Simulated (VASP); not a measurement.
## Na: single point with PBE

Na:

```
Na
1.0
    -1.66310    1.66310    1.66310
     1.66310   -1.66310    1.66310
     1.66310    1.66310   -1.66310
Na
1
Cartesian
  0.0000 0.0000 0.0000
```

```yaml
Program: VASP 6.6.1
Task: single point
Functional: PBE
Potentials_or_basis: VASP PAW PBE potentials, release 64 (Na_pv)
Cutoff: 500 eV
k_mesh: 13 × 13 × 13
Occupations: methfessel-paxton, width 0.1 eV
Spin: no spin polarisation
```

```yaml
Pressure: 19.9 GPa
Band_gap_on_the_k_mesh: zero (an odd number of electrons rules out a gap without spin polarisation)
```

Levels at points of the mesh, in eV from the Fermi level:
```
           k point  band 1  band 2  band 3  band 4  band 5  band 6  band 7
(0.00, 0.00, 0.00)  -24.96  -24.96  -24.96   -5.21   16.89   16.89   16.89
```

It took 3.8 s on 1 thread of Intel(R) Xeon(R) 6975P-C (Granite Rapids) (shared host), peak memory 0.13 GiB.

Caveat: the cell stands under pressure.
